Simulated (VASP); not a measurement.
# MnO (R-3m) in VASP: a series of runs

Runs on MnO. Level: PBE+U. Tasks: single point.

Program: VASP 6.6.1. These are calculated values, not measurements. Logs are shortened: lines on timing, memory, paths and dates and some standing lists are left out, and cuts for length are marked.

## Step 1: The cell of the first run

Symmetry: R-3m, No. 166, trigonal system. Conventional cell: a = 3.210 Å, b = 3.210 Å, c = 7.709 Å, α = 90.00°, β = 90.00°, γ = 120.00°. Mn (site symmetry -3m) has 6 O at 2.25 Å within 3.0 Å. O (site symmetry -3m) has 6 Mn at 2.25 Å within 3.0 Å.

## Step 2: Single point, PBE+U, collinear spin, ferromagnetic start

Input file INCAR:

```
SYSTEM = MnO
  ALGO = Normal
  EDIFF = 1E-6
  ENCUT = 600
  GGA = PE
  GGA_COMPAT = .FALSE.
  ISIF = 2
  ISMEAR = 0
  ISPIN = 2
  LASPH = .TRUE.
  LCHARG = .TRUE.
  LDAU = .TRUE.
  LDAUJ = 0 0
  LDAUL = 2 -1
  LDAUPRINT = 1
  LDAUTYPE = 2
  LDAUU = 3.9 0
  LELF = .TRUE.
  LMAXMIX = 4
  LORBIT = 11
  LREAL = .FALSE.
  LVHAR = .TRUE.
  LWAVE = .FALSE.
  MAGMOM = 0.2 0.2 0.2 0.2
  NBANDS = 31
  NELM = 200
  PREC = Accurate
  SIGMA = 0.05
```

Input file KPOINTS:

```
k-points
0
G
  12 12 6
  0 0 0
```

Input file POSCAR:

```
MnO
1.0
    0.0000000000      2.2695972285      2.2695972285
    2.2695972285      0.0000000000      2.2695972285
    4.4801717668      4.4801717668      0.0590226902
Mn O
2 2
Direct
    0.0000000000      0.0000000000      0.0000000000
    0.0000000000      0.0000000000      0.5000000000
    0.5000000006      0.5000000006      0.2499999991
    0.4999999994      0.4999999994      0.7500000009
```

Potentials or basis: VASP PAW PBE potentials, release 64 (Mn_pv, O).

On the command line:

```sh
$ cat potpaw_PBE.64/Mn_pv/POTCAR potpaw_PBE.64/O/POTCAR > POTCAR
$ mpirun -np 1 vasp_std > vasp.out
```

OUTCAR:

```text
SYSTEM = MnO
   EDIFF = 1E-6
   ENCUT = 600
   GGA = PE
   ISIF = 2
   ISMEAR = 0
   ISPIN = 2
   LASPH = .TRUE.
   LORBIT = 11
   LREAL = .FALSE.
   NELM = 200
   PREC = Accurate

 ion  position               nearest neighbor table
   1  0.000  0.000  0.000-   3 2.25   3 2.25   4 2.25   4 2.25   3 2.25   4 2.25   2 3.17   2 3.17
                             2 3.17   2 3.17   2 3.17   2 3.17
   2  0.000  0.000  0.500-   3 2.25   4 2.25   3 2.25   4 2.25   4 2.25   3 2.25   1 3.17   1 3.17
                             1 3.17   1 3.17   1 3.17   1 3.17
   3  0.500  0.500  0.250-   1 2.25   1 2.25   1 2.25   2 2.25   2 2.25   2 2.25
   4  0.500  0.500  0.750-   1 2.25   1 2.25   1 2.25   2 2.25   2 2.25   2 2.25

  LATTYP: Found a trigonal (rhomboedric) cell.
 ALAT       =     5.4630777625
 COS(alpha) =     0.8274071421

  Lattice vectors:

 A1 = (   4.4801717668,   2.2105745383,  -2.2105745383)
 A2 = (   2.2105745383,   2.2105745383,  -4.4801717668)
 A3 = (   2.2105745383,   4.4801717668,  -2.2105745383)

Analysis of symmetry for initial positions (statically):
=====================================================================
 Subroutine PRICEL returns following result:

  LATTYP: Found a trigonal (rhomboedric) cell.
 ALAT       =     3.1680972917
 COS(alpha) =     0.4867835545
[... 12 lines left out ...]
 Subroutine GETGRP returns: Found 12 space group operations
 (whereof 12 operations were pure point group operations)
 out of a pool of 12 trial point group operations.

The static configuration has the point symmetry D_3d.

Analysis of symmetry for dynamics (positions and initial velocities):
=====================================================================
 Subroutine PRICEL returns following result:

  LATTYP: Found a trigonal (rhomboedric) cell.
 ALAT       =     3.1680972917
 COS(alpha) =     0.4867835545
[... 12 lines left out ...]
 Subroutine GETGRP returns: Found 12 space group operations
 (whereof 12 operations were pure point group operations)
 out of a pool of 12 trial point group operations.

The dynamic configuration has the point symmetry D_3d.

Analysis of structural, dynamic, and magnetic symmetry:
=====================================================================
 Subroutine PRICEL returns following result:

  LATTYP: Found a trigonal (rhomboedric) cell.
 ALAT       =     3.1680972917
 COS(alpha) =     0.4867835545
[... 12 lines left out ...]
 Subroutine GETGRP returns: Found 12 space group operations
 (whereof 12 operations were pure point group operations)
 out of a pool of 12 trial point group operations.

The overall configuration has the point symmetry D_3d.

 Subroutine INISYM returns: Found 12 space group operations
 (whereof 12 operations are pure point group operations),
 and found     2 'primitive' translations

----------------------------------------------------------------------------------------

                                     Primitive cell

  volume of cell :      22.9257

  direct lattice vectors                    reciprocal lattice vectors
     2.240085883 -0.029511345 -2.240085883     0.221764189 -0.218842623 -0.221764189
    -0.029511345  2.240085883 -2.240085883    -0.218842623  0.221764189 -0.221764189
     2.240085883  2.240085883  0.029511345     0.221764189  0.221764189  0.218842623
[... 147 lines left out ...]
 -0.0000 -0.1550 -0.0000  0.1550  0.6432

 occupancies and eigenvectors

  o =  0.0310  v =  0.0000  0.0000  0.0000  0.0000  0.0000 -0.6891 -0.6397  0.3021 -0.0494 -0.1494      0.0000  0.0000  0.0000  0.0000  0.0000  0.0000  0.0000  0.0000  0.0000  0.0000
  o =  0.0310  v =  0.0000  0.0000  0.0000  0.0000  0.0000 -0.3408  0.4263  0.1494 -0.7671  0.3021      0.0000  0.0000  0.0000  0.0000  0.0000  0.0000  0.0000  0.0000  0.0000  0.0000
  o =  0.0773  v = -0.0003 -0.0944 -0.0023  0.0942  0.9911  0.0000  0.0000  0.0000  0.0000  0.0000      0.0000  0.0000  0.0000  0.0000  0.0000  0.0000  0.0000  0.0000  0.0000  0.0000
  o =  0.0773  v = -0.1089 -0.0542 -0.9911 -0.0547 -0.0023  0.0000  0.0000  0.0000  0.0000  0.0000      0.0000  0.0000  0.0000  0.0000  0.0000  0.0000  0.0000  0.0000  0.0000  0.0000
  o =  0.6432  v =  0.5774 -0.5774  0.0000 -0.5774 -0.0000  0.0000  0.0000  0.0000  0.0000  0.0000      0.0000  0.0000  0.0000  0.0000  0.0000  0.0000  0.0000  0.0000  0.0000  0.0000
  o =  0.7216  v =  0.0000  0.0000  0.0000  0.0000  0.0000 -0.2706 -0.1786 -0.9258 -0.0920  0.1712      0.0000  0.0000  0.0000  0.0000  0.0000  0.0000  0.0000  0.0000  0.0000  0.0000
  o =  0.7216  v =  0.0000  0.0000  0.0000  0.0000  0.0000  0.0500 -0.2093  0.1712  0.2594  0.9258      0.0000  0.0000  0.0000  0.0000  0.0000  0.0000  0.0000  0.0000  0.0000  0.0000
  o =  0.9007  v =  0.0000  0.0000  0.0000  0.0000  0.0000 -0.5774  0.5774 -0.0000  0.5774  0.0000      0.0000  0.0000  0.0000  0.0000  0.0000  0.0000  0.0000  0.0000  0.0000  0.0000
  o =  0.9317  v = -0.0634  0.6669  0.0105 -0.7303  0.1330  0.0000  0.0000  0.0000  0.0000  0.0000      0.0000  0.0000  0.0000  0.0000  0.0000  0.0000  0.0000  0.0000  0.0000  0.0000
  o =  0.9317  v =  0.8067  0.4583 -0.1330  0.3484  0.0105  0.0000  0.0000  0.0000  0.0000  0.0000      0.0000  0.0000  0.0000  0.0000  0.0000  0.0000  0.0000  0.0000  0.0000  0.0000

atom =   2  type =  1  l = 2

 onsite density matrix

spin component  1

  0.8254  0.0911 -0.0922  0.0911 -0.0000
  0.0911  0.8254 -0.0461 -0.0911  0.0799
 -0.0922 -0.0461  0.0925 -0.0461 -0.0000
  0.0911 -0.0911 -0.0461  0.8254 -0.0799
 -0.0000  0.0799 -0.0000 -0.0799  0.0925

spin component  2

  0.3732 -0.2638  0.1789 -0.2638 -0.0000
 -0.2638  0.3732  0.0895  0.2638 -0.1550
  0.1789  0.0895  0.6432  0.0895 -0.0000
 -0.2638  0.2638  0.0895  0.3732  0.1550
 -0.0000 -0.1550 -0.0000  0.1550  0.6432

 occupancies and eigenvectors

  o =  0.0310  v =  0.0000  0.0000  0.0000  0.0000  0.0000  0.4726 -0.2888 -0.2072  0.7614 -0.2658      0.0000  0.0000  0.0000  0.0000  0.0000  0.0000  0.0000  0.0000  0.0000  0.0000
  o =  0.0310  v =  0.0000  0.0000  0.0000  0.0000  0.0000 -0.6063 -0.7124  0.2658  0.1061 -0.2072      0.0000  0.0000  0.0000  0.0000  0.0000  0.0000  0.0000  0.0000  0.0000  0.0000
  o =  0.0773  v = -0.1089 -0.0538 -0.9910 -0.0551 -0.0069  0.0000  0.0000  0.0000  0.0000  0.0000      0.0000  0.0000  0.0000  0.0000  0.0000  0.0000  0.0000  0.0000  0.0000  0.0000
  o =  0.0773  v = -0.0008 -0.0947 -0.0069  0.0939  0.9910  0.0000  0.0000  0.0000  0.0000  0.0000      0.0000  0.0000  0.0000  0.0000  0.0000  0.0000  0.0000  0.0000  0.0000  0.0000
  o =  0.6432  v = -0.5774  0.5774 -0.0000  0.5774  0.0000  0.0000  0.0000  0.0000  0.0000  0.0000      0.0000  0.0000  0.0000  0.0000  0.0000  0.0000  0.0000  0.0000  0.0000  0.0000
  o =  0.7216  v =  0.0000  0.0000  0.0000  0.0000  0.0000  0.1725  0.2719  0.5901 -0.0995 -0.7336      0.0000  0.0000  0.0000  0.0000  0.0000  0.0000  0.0000  0.0000  0.0000  0.0000
  o =  0.7216  v =  0.0000  0.0000  0.0000  0.0000  0.0000 -0.2144  0.0421 -0.7336 -0.2566 -0.5901      0.0000  0.0000  0.0000  0.0000  0.0000  0.0000  0.0000  0.0000  0.0000  0.0000
  o =  0.9007  v =  0.0000  0.0000  0.0000  0.0000  0.0000 -0.5774  0.5774  0.0000  0.5774  0.0000      0.0000  0.0000  0.0000  0.0000  0.0000  0.0000  0.0000  0.0000  0.0000  0.0000
  o =  0.9317  v =  0.7862  0.2274 -0.1296  0.5589 -0.0316  0.0000  0.0000  0.0000  0.0000  0.0000      0.0000  0.0000  0.0000  0.0000  0.0000  0.0000  0.0000  0.0000  0.0000  0.0000
  o =  0.9317  v = -0.1914 -0.7766  0.0316  0.5852 -0.1296  0.0000  0.0000  0.0000  0.0000  0.0000      0.0000  0.0000  0.0000  0.0000  0.0000  0.0000  0.0000  0.0000  0.0000  0.0000

 number of electron      38.0000012 magnetization       0.7464991

 Free energy of the ion-electron system (eV)
  ---------------------------------------------------
  ext. energy  EPLUGINS =         0.00000000
  ---------------------------------------------------
  free energy    TOTEN  =       -23.85689920 eV

  energy without entropy =      -23.84668906  energy(sigma->0) =      -23.85179413

 E-fermi :   6.3941     XC(G=0): -11.6745

 val. band max:        6.3930741482   @ k =  -0.1667   0.4167   0.1667
 cond. band min:       6.3988032713   @ k =   0.5000   0.3333   0.1667
 fundamental gap:      0.0057291231
 Fermi energy:         6.3941267216

 spin component 1

 k-point     1 :       0.0000    0.0000    0.0000
  band No.  band energies     occupation
      1     -41.3284      1.00000
      2     -41.3283      1.00000
      3     -41.3196      1.00000
      4     -41.3195      1.00000
      5     -41.0768      1.00000
      6     -41.0135      1.00000
[... 1625 lines left out ...]
     30      17.7454      0.00000
     31      19.9312      0.00000

 [... further k-points ...]

------------------------ aborting loop because EDIFF is reached ----------------------------------------

  FORCE on cell =-STRESS in cart. coord.  units (eV):
  Direction    XX          YY          ZZ          XY          YZ          ZX
  --------------------------------------------------------------------------------------
  -------------------------------------------------------------------------------------
  Total       -4.7326237     -4.7326237     -4.7326237      0.2153025     -0.2153025     -0.2153025
  in kB     -165.3714429   -165.3714429   -165.3714429      7.5232885     -7.5232885     -7.5232885
  external PRESSURE =    -165.3714429 kB  Pullay stress =       0.0000000 kB

 VOLUME and BASIS-vectors are now :
 -----------------------------------------------------------------------------
  energy-cutoff  :      600.00
  volume of cell :       45.85
      direct lattice vectors                 reciprocal lattice vectors
     0.000000000  2.269597228  2.269597228    -0.221764189  0.218842623  0.221764189
     2.269597228  0.000000000  2.269597228     0.218842623 -0.221764189  0.221764189
     4.480171767  4.480171767  0.059022690     0.112342878  0.112342878 -0.112342878

 POSITION                                       TOTAL-FORCE (eV/Angst)
 -----------------------------------------------------------------------------------
      0.00000      0.00000      0.00000         0.000000      0.000000     -0.000000
      2.24009      2.24009      0.02951         0.000000      0.000000     -0.000000
      2.25484      2.25484      2.28435         0.000000      0.000000      0.000000
      4.49493      4.49493      2.31386        -0.000000     -0.000000     -0.000000
 -----------------------------------------------------------------------------------
    total drift:                                0.000000      0.000000      0.000000

  FREE ENERGIE OF THE ION-ELECTRON SYSTEM (eV)
  ---------------------------------------------------
  free  energy   TOTEN  =       -23.8568991956 eV

  energy  without entropy=      -23.8466890555  energy(sigma->0) =      -23.85179413

 total charge

# of ion       s       p       d       tot
------------------------------------------
    1        0.184   6.148   5.045  11.377
    2        0.184   6.148   5.045  11.377
    3        1.557   3.369   0.000   4.926
    4        1.557   3.369   0.000   4.926
--------------------------------------------------
tot          3.482  19.033  10.090  32.605

 magnetization (x)

# of ion       s       p       d       tot
------------------------------------------
    1       -0.006  -0.005   0.253   0.242
    2       -0.006  -0.005   0.253   0.242
    3       -0.015   0.102   0.000   0.087
    4       -0.015   0.102   0.000   0.087
--------------------------------------------------
tot         -0.041   0.195   0.505   0.659
```

It took 42 min on 1 thread of Intel Xeon 8259CL, shared host; peak memory 0.41 GiB.

Results:

```
Free energy                                           : -23.8569 eV
Pressure                                              : -16.5 GPa
Net moment                                            : 0.75 μB per cell
Site moments                                          : Mn +0.24; O +0.09 μB
Valence electrons inside the program's atomic spheres : Mn 11.38; O 4.93
```

Stress tensor (GPa, compression positive):
```
-16.54   0.75  -0.75
  0.75 -16.54  -0.75
 -0.75  -0.75 -16.54
```

Levels at points of the mesh, in eV from the Fermi level:
Spin up:
```tsv
k point	band 17	band 18	band 19	band 20	band 21	band 22
(0.00, 0.00, 0.00)	-2.22	-2.21	-0.80	0.31	0.36	2.08
(0.50, 0.00, 0.00)	-1.89	-1.82	-0.11	0.14	2.63	2.64
(0.00, 0.00, 0.50)	-2.62	-2.62	-0.40	-0.40	2.89	2.89
(0.50, 0.00, 0.50)	-1.94	-1.94	-0.01	-0.01	3.05	3.05
```
Spin down:
```tsv
k point	band 17	band 18	band 19	band 20	band 21	band 22
(0.00, 0.00, 0.00)	-1.62	-0.84	0.61	1.01	1.01	2.04
(0.50, 0.00, 0.00)	-1.16	-0.91	0.44	0.86	2.01	3.21
(0.00, 0.00, 0.50)	0.01	0.01	0.01	0.01	2.62	2.62
(0.50, 0.00, 0.50)	-0.27	-0.27	-0.20	-0.20	2.37	2.37
```

Eigenvalues of the final occupation matrices:
| site | spin | trace | eigenvalues |
| --- | --- | --- | --- |
| site 1 d | 1 | 2.66 | 0.08 0.08 0.64 0.93 0.93 |
| site 1 d | 2 | 2.41 | 0.03 0.03 0.72 0.72 0.90 |
| site 2 d | 1 | 2.66 | 0.08 0.08 0.64 0.93 0.93 |
| site 2 d | 2 | 2.41 | 0.03 0.03 0.72 0.72 0.90 |

Caveat: the cell stands under tension.

## Step 3: Single point, PBE+U, collinear spin, antiferromagnetic start (11.48 Å³/atom)

Input file INCAR:

```
SYSTEM = MnO
ALGO = Normal ; EDIFF = 1E-6
ENCUT = 700 ; GGA = PE
GGA_COMPAT = .False. ; ISIF = 2
ISMEAR = 0 ; ISPIN = 2
LASPH = .True. ; LCHARG = .False.
LDAU = .True. ; LDAUJ = 0 0
LDAUL = 2 -1 ; LDAUPRINT = 1
LDAUTYPE = 2 ; LDAUU = 3.9 0
LMAXMIX = 4 ; LORBIT = 11
LREAL = .False. ; LWAVE = .False.
MAGMOM = 4.7 -4.7 0 0 ; NBANDS = 33
NELM = 200 ; PREC = Accurate
SIGMA = 0.05
```

Input file KPOINTS:

```
k-points
0
Gamma
  12 12 6
  0 0 0
```

Input file POSCAR:

```
MnO
1.0
    0.0000000000      2.2707678278      2.2707678278
    2.2707678278      0.0000000000      2.2707678278
    4.4824825230      4.4824825230      0.0590531325
Mn O
2 2
Direct
    0.0000000000      0.0000000000      0.0000000000
    0.0000000000      0.0000000000      0.5000000000
    0.5000000006      0.5000000006      0.2499999991
    0.4999999994      0.4999999994      0.7500000009
```

Potentials or basis: VASP PAW PBE potentials, release 64 (Mn_sv, O).

On the command line:

```sh
$ cat potpaw_PBE.64/Mn_sv/POTCAR potpaw_PBE.64/O/POTCAR > POTCAR
$ mpirun -np 1 vasp_std > vasp.out
```

Run time: 7.4 min. Hardware: 1 thread of Intel Xeon Platinum 8488C (Sapphire Rapids), shared host; peak memory 0.44 GiB.

It converged, with:

* Free energy: -30.8279 eV
* Pressure: -3.0 GPa
* Band gap on the k mesh: 1.57 eV
* Net moment: 0.00 μB per cell
* Site moments: Mn +4.46, -4.46; O +0.00 μB
* Valence electrons inside the program's atomic spheres: Mn 12.86; O 4.98

Levels at points of the mesh, in eV from the valence-band top:
Spin up:
```csv
k point,band 17,band 18,band 19,band 20,band 21,band 22,band 23,band 24,band 25,band 26
"(0.00, 0.00, 0.00)",-1.65,-1.65,-1.54,-0.57,-0.57,1.57,4.64,4.71,4.71,5.39
"(0.50, 0.00, 0.00)",-2.54,-2.22,-1.89,-0.36,-0.28,3.79,5.44,5.50,5.59,5.88
"(0.00, 0.00, 0.50)",-2.31,-2.31,-2.01,0.00,0.00,3.75,3.94,4.64,4.64,4.85
"(0.50, 0.00, 0.50)",-2.69,-2.22,-1.73,-0.54,-0.24,3.57,5.26,5.58,5.65,5.89
```
Spin down:
```
           k point  band 18  band 19  band 20  band 21  band 22  band 23  band 24  band 25
(0.00, 0.00, 0.00)    -1.65    -1.54    -0.57    -0.57     1.57     4.64     4.71     4.71
(0.50, 0.00, 0.00)    -2.22    -1.89    -0.36    -0.28     3.79     5.44     5.50     5.59
(0.00, 0.00, 0.50)    -2.31    -2.01     0.00     0.00     3.75     3.94     4.64     4.64
(0.50, 0.00, 0.50)    -2.22    -1.73    -0.54    -0.24     3.57     5.26     5.58     5.65
```

Eigenvalues of the final occupation matrices:
| site | spin | trace | eigenvalues |
| --- | --- | --- | --- |
| site 1 d | 1 | 4.61 | 0.91 0.91 0.91 0.94 0.94 |
| site 1 d | 2 | 0.15 | 0.01 0.01 0.01 0.06 0.06 |
| site 2 d | 1 | 0.15 | 0.01 0.01 0.01 0.06 0.06 |
| site 2 d | 2 | 4.61 | 0.91 0.91 0.91 0.94 0.94 |

Caveat: the cell stands under tension. A k mesh can miss the band edges.

[end of part 1 of 2]
